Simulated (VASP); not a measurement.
# AlNi (rocksalt type) (Fm-3m) in VASP: a series of runs

Runs on AlNi (rocksalt type). Level: PBE. Tasks: single point.

All numbers are computed with VASP 6.6.1; they aren't measurements. Logs are shortened: lines on timing, memory, paths and dates and some standing lists are left out, and cuts for length are marked.

## (1) The cell of the first run

Symmetry: Fm-3m, No. 225, cubic system. Conventional cell: a = 4.859 Å, b = 4.859 Å, c = 4.859 Å, α = 90.00°, β = 90.00°, γ = 90.00°. Within 3.2 Å of Ni (site symmetry m-3m) lie 6 Al at 2.43 Å. Al (site symmetry m-3m) has 6 Ni at 2.43 Å within 3.2 Å.

## (2) Single point, PBE

The input, INCAR:

```
SYSTEM = AlNi
PREC = Accurate
ENCUT = 520
EDIFF = 1E-6
ISMEAR = -1
SIGMA = 0.1
LREAL = .FALSE.
LASPH = .TRUE.
NELM = 60
ALGO = Normal
ISIF = 2
LWAVE = .FALSE.
LCHARG = .FALSE.
GGA = PE
NBANDS = 14
```

The input, KPOINTS:

```
Automatic mesh
0
G
  15 15 15
  0 0 0
```

The input, POSCAR:

```
AlNi
1.0
    0.0000000000      2.4294338971      2.4294338971
    2.4294338971      0.0000000000      2.4294338971
    2.4294338971      2.4294338971      0.0000000000
Ni Al
1 1
Direct
    0.0000000000      0.0000000000      0.0000000000
    0.5000000000      0.5000000000      0.5000000000
```

Potentials or basis: VASP PAW PBE potentials, release 64 (Ni, Al).

Launch:

```sh
$ cat potpaw_PBE.64/Ni/POTCAR potpaw_PBE.64/Al/POTCAR > POTCAR
$ mpirun -np 1 vasp_std > vasp.out
```

OUTCAR:

```text
SYSTEM = AlNi
   PREC = Accurate
   ENCUT = 520
   EDIFF = 1E-6
   ISMEAR = -1
   LREAL = .FALSE.
   LASPH = .TRUE.
   NELM = 60
   ISIF = 2
   GGA = PE

 ion  position               nearest neighbor table
   1  0.000  0.000  0.000-   2 2.43   2 2.43   2 2.43   2 2.43   2 2.43   2 2.43
   2  0.500  0.500  0.500-   1 2.43   1 2.43   1 2.43   1 2.43   1 2.43   1 2.43

  LATTYP: Found a face centered cubic cell.
 ALAT       =     4.8588677942

  Lattice vectors:

 A1 = (   0.0000000000,   2.4294338971,   2.4294338971)
 A2 = (   2.4294338971,   0.0000000000,   2.4294338971)
 A3 = (   2.4294338971,   2.4294338971,   0.0000000000)

Analysis of symmetry for initial positions (statically):
=====================================================================
 Subroutine PRICEL returns:
 Original cell was already a primitive cell.

 Routine SETGRP: Setting up the symmetry group for a
 face centered cubic supercell.

 Subroutine GETGRP returns: Found 48 space group operations
 (whereof 48 operations were pure point group operations)
 out of a pool of 48 trial point group operations.

The static configuration has the point symmetry O_h .

Analysis of symmetry for dynamics (positions and initial velocities):
=====================================================================
 Subroutine PRICEL returns:
 Original cell was already a primitive cell.

 Routine SETGRP: Setting up the symmetry group for a
 face centered cubic supercell.

 Subroutine GETGRP returns: Found 48 space group operations
 (whereof 48 operations were pure point group operations)
 out of a pool of 48 trial point group operations.

The dynamic configuration has the point symmetry O_h .

 Subroutine INISYM returns: Found 48 space group operations
 (whereof 48 operations are pure point group operations),
 and found     1 'primitive' translations

----------------------------------------------------------------------------------------

                                     Primitive cell

  volume of cell :      28.6778

  direct lattice vectors                    reciprocal lattice vectors
     0.000000000  2.429433897  2.429433897    -0.205809263  0.205809263  0.205809263
     2.429433897  0.000000000  2.429433897     0.205809263 -0.205809263  0.205809263
     2.429433897  2.429433897  0.000000000     0.205809263  0.205809263 -0.205809263

  length of vectors
     3.435738366  3.435738366  3.435738366     0.356472100  0.356472100  0.356472100

  position of ions in fractional coordinates (direct lattice)
     0.000000000  0.000000000  0.000000000
     0.500000000  0.500000000  0.500000000

  ion indices of the primitive-cell ions
   primitive index   ion index
                 1           1
                 2           2

----------------------------------------------------------------------------------------

 KPOINTS: Automatic mesh

Automatic generation of k-mesh.
 Grid dimensions read from file:
 generate k-points for:   15   15   15

 Generating k-lattice:

  Cartesian coordinates                     Fractional coordinates (reciprocal lattice)
    -0.013720618  0.013720618  0.013720618     0.066666667  0.000000000  0.000000000
     0.013720618 -0.013720618  0.013720618     0.000000000  0.066666667  0.000000000
     0.013720618  0.013720618 -0.013720618     0.000000000  0.000000000  0.066666667

  Length of vectors
     0.023764807  0.023764807  0.023764807

  Shift w.r.t. Gamma in fractional coordinates (k-lattice)
     0.000000000  0.000000000  0.000000000

 Subroutine IBZKPT returns following result:
 ===========================================

 Found    120 irreducible k-points:

 Following reciprocal coordinates:
            Coordinates               Weight
  0.000000  0.000000  0.000000      1.000000
  0.066667  0.000000  0.000000      8.000000
  0.133333  0.000000  0.000000      8.000000
  0.200000  0.000000  0.000000      8.000000
  0.266667  0.000000  0.000000      8.000000
  0.333333  0.000000  0.000000      8.000000
[... 16 lines left out ...]
  0.133333  0.133333  0.000000      6.000000
  0.200000  0.133333  0.000000     24.000000
 [... further k-points ...]
   k-points           NKPTS =    120   k-points in BZ     NKDIM =    120   number of bands    NBANDS=     14
   number of dos      NEDOS =    301   number of ions     NIONS =      2
   total plane-waves  NPLWV =  21952
   dimension x,y,z NGX =    28 NGY =   28 NGZ =   28
   dimension x,y,z NGXF=    56 NGYF=   56 NGZF=   56
   ions per type =               1   1
   NGX,Y,Z   is equivalent  to a cutoff of  13.55, 13.55, 13.55 a.u.
   NGXF,Y,Z  is equivalent  to a cutoff of  27.10, 27.10, 27.10 a.u.
 SYSTEM =  AlNi
   PREC   = accura    normal or accurate (medium, high low for compatibility)
   ISTART =      0    job   : 0-new  1-cont  2-samecut
   ICHARG =      2    charge: 1-file 2-atom 10-const
   ISPIN  =      1    spin polarized calculation?
   LNONCOLLINEAR =      F non collinear calculations
   LSORBIT =      F    spin-orbit coupling
   LASPH  =      T    aspherical Exc in radial PAW
   ENCUT  =  520.0 eV  38.22 Ry    6.18 a.u.   6.39  6.39  6.39*2*pi/ulx,y,z
   NELM   =     60;   NELMIN=  2; NELMDL= -5     # of ELM steps
   EDIFF  = 0.1E-05   stopping-criterion for ELM
   LREAL  =      F    real-space projection
[... 7 lines left out ...]
   TEBEG  =    0.0;   TEEND  =   0.0 temperature during run
   PSTRESS=    0.0 pullay stress
   NELECT =      13.0000    total number of electrons
   NUPDOWN=      -1.0000    fix difference up-down
   EMIN   =  10.00;   EMAX   =-10.00  energy-range for DOS
   EFERMI =   0.00;   METHOD = LEGACY
   ISMEAR =    -1;   SIGMA  =   0.10  broadening in eV -4-tet -1-fermi 0-gaus
   EFERMI_NEDOS =   21; number of points for ismear=-14 and -15
   IALGO  =     38    algorithm
   IMIX   =      4    mixing-type and parameters
     AMIX     =   0.40;   BMIX     =  1.00
     AMIX_MAG =   1.60;   BMIX_MAG =  1.00
  volume/ion in A,a.u.               =      14.34        96.76
  Fermi-wavevector in a.u.,A,eV,Ry     =   1.257595  2.376510 21.518235  1.581546
  Thomas-Fermi vector in A             =   2.391246
   LORBIT       =      0    0 simple, 1 ext, 2 COOP (PROOUT), +10 PAW based schemes
   GGA     = PE    functional components
   LHFCALC =     F    Hartree Fock is set to
   AEXX    =    0.0000 exact exchange contribution
   IVDW    =     0    specifies the selected vdW correction
   LEPSILON=     F    determine dielectric tensor
   LRPA    =     F    only Hartree local field effects (RPA)
 non-spin polarized calculation
  energy-cutoff  :      520.00
  volume of cell :       28.68
 maximum number of plane-waves:       787
 NGX is ok and might be reduce to    28
   NGX = 13   NGY = 13   NGZ = 13

 number of electron      12.9999997 magnetization

 Free energy of the ion-electron system (eV)
  ---------------------------------------------------
  ext. energy  EPLUGINS =         0.00000000
  ---------------------------------------------------
  free energy    TOTEN  =        -9.31037835 eV

  energy without entropy =       -9.28254839  energy(sigma->0) =       -9.29646337

 E-fermi :   7.7203     XC(G=0): -11.1238

 val. band max:        7.6802406294   @ k =  -0.2667   0.4667   0.2000
 cond. band min:       7.7668049116   @ k =   0.4667   0.2667   0.0000
 fundamental gap:      0.0865642822
 Fermi energy:         7.7202569105

 k-point     1 :       0.0000    0.0000    0.0000
  band No.  band energies     occupation
      1      -2.0320      2.00000
      2       5.7029      2.00000
      3       5.7029      2.00000
      4       5.7029      2.00000
      5       5.7629      2.00000
      6       5.7629      2.00000
      7      14.4147      0.00000
      8      14.4147      0.00000
      9      14.4147      0.00000
     10      18.1932      0.00000
     11      18.1932      0.00000
     12      18.1932      0.00000
     13      19.3392      0.00000
     14      22.5831      0.00000

 k-point     2 :       0.0667    0.0000    0.0000
  band No.  band energies     occupation
      1      -1.9460      2.00000
      2       5.6733      2.00000
      3       5.7098      2.00000
      4       5.7098      2.00000
      5       5.7584      2.00000
      6       5.7584      2.00000
      7      13.7680      0.00000
      8      14.3788      0.00000
      9      14.3788      0.00000
     10      17.8119      0.00000
     11      18.3482      0.00000
     12      18.3482      0.00000
     13      20.2676      0.00000
     14      21.3109      0.00000

 k-point     3 :       0.1333    0.0000    0.0000
  band No.  band energies     occupation
      1      -1.6890      2.00000
      2       5.5827      2.00000
      3       5.6637      2.00000
      4       5.6637      2.00000
      5       5.8134      2.00000
      6       5.8134      2.00000
      7      12.3483      0.00000
      8      14.2963      0.00000
      9      14.2963      0.00000
     10      17.4565      0.00000
     11      18.6838      0.00000
     12      18.6838      0.00000
     13      20.1557      0.00000
     14      20.1557      0.00000
[... 324 lines left out ...]
 k-point    23 :       0.1333    0.1333    0.0000
  band No.  band energies     occupation
      1      -1.5762      2.00000
      2       5.5742      2.00000
      3       5.5772      2.00000
      4       5.7772      2.00000
      5       5.7772      2.00000
      6       5.8108      2.00000
      7      13.1159      0.00000
      8      13.1159      0.00000
      9      14.0256      0.00000
     10      16.3607      0.00000
     11      17.5476      0.00000
     12      19.6677      0.00000
     13      19.6677      0.00000
     14      22.1904      0.00000

 k-point    24 :       0.2000    0.1333    0.0000
  band No.  band energies     occupation
      1      -1.2662      2.00000
      2       5.4656      2.00000
      3       5.4917      2.00000
      4       5.7413      2.00000
      5       5.8399      2.00000
      6       5.9066      2.00000
      7      11.9539      0.00000
      8      12.6965      0.00000
      9      14.2524      0.00000
     10      16.2178      0.00000
     11      16.3360      0.00000
     12      19.9417      0.00000
     13      20.1388      0.00000
     14      22.3652      0.00000

 [... further k-points ...]
[... 5 lines left out ...]
  --------------------------------------------------------------------------------------
  -------------------------------------------------------------------------------------
  Total        0.0007259      0.0007259      0.0007259      0.0000000      0.0000000      0.0000000
  in kB        0.0405525      0.0405525      0.0405525      0.0000000      0.0000000      0.0000000
  external PRESSURE =       0.0405525 kB  Pullay stress =       0.0000000 kB

 VOLUME and BASIS-vectors are now :
 -----------------------------------------------------------------------------
  energy-cutoff  :      520.00
  volume of cell :       28.68
      direct lattice vectors                 reciprocal lattice vectors
     0.000000000  2.429433897  2.429433897    -0.205809263  0.205809263  0.205809263
     2.429433897  0.000000000  2.429433897     0.205809263 -0.205809263  0.205809263
     2.429433897  2.429433897  0.000000000     0.205809263  0.205809263 -0.205809263

 POSITION                                       TOTAL-FORCE (eV/Angst)
 -----------------------------------------------------------------------------------
      0.00000      0.00000      0.00000         0.000000      0.000000      0.000000
      2.42943      2.42943      2.42943        -0.000000     -0.000000     -0.000000
 -----------------------------------------------------------------------------------
    total drift:                               -0.000000     -0.000000      0.000000

  FREE ENERGIE OF THE ION-ELECTRON SYSTEM (eV)
  ---------------------------------------------------
  free  energy   TOTEN  =        -9.3103783527 eV

  energy  without entropy=       -9.2825483949  energy(sigma->0) =       -9.29646337
```

It took 20 s on 1 thread of Intel Xeon 6975P-C (Granite Rapids), shared host; peak memory 0.19 GiB.

What came out:

| Item | Value |
| --- | --- |
| Free energy | -9.3104 eV |
| Pressure | 0.0 GPa |

Spin polarisation is off, so any magnetic state and its effect on volume and gap are missing.

## (3) Single point, PBE

The input, INCAR:

```
PREC = Accurate ; ENCUT = 520
EDIFF = 1E-6 ; ISMEAR = -1
SIGMA = 0.1 ; LREAL = F
LASPH = T ; NELM = 100
ALGO = Normal ; ISIF = 2
LWAVE = F ; LCHARG = T
GGA = PE ; LELF = T
LVHAR = T ; NBANDS = 14
```

The input, KPOINTS:

```
regular mesh
0
Gamma
  15 15 15
```

POSCAR is that of step 2.

Potentials or basis: VASP PAW PBE potentials, release 64 (Ni, Al).

Launch:

```sh
$ cat potpaw_PBE.64/Ni/POTCAR potpaw_PBE.64/Al/POTCAR > POTCAR
$ mpirun -np 1 vasp_std > vasp.out
```

Wall time 22 s (1 thread of Intel Xeon 6975P-C (Granite Rapids), shared host); peak memory 0.18 GiB.

It converged, with:

```
Free energy : -9.3104 eV
Pressure    : 0.0 GPa
```

Levels at points of the mesh, in eV from the Fermi level:
```
           k point  band 3  band 4  band 5  band 6  band 7  band 8  band 9  band 10
(0.00, 0.00, 0.00)   -2.02   -2.02   -1.96   -1.96    6.69    6.69    6.69    10.47
```

Spin polarisation is off, so any magnetic state and its effect on volume and gap are missing.
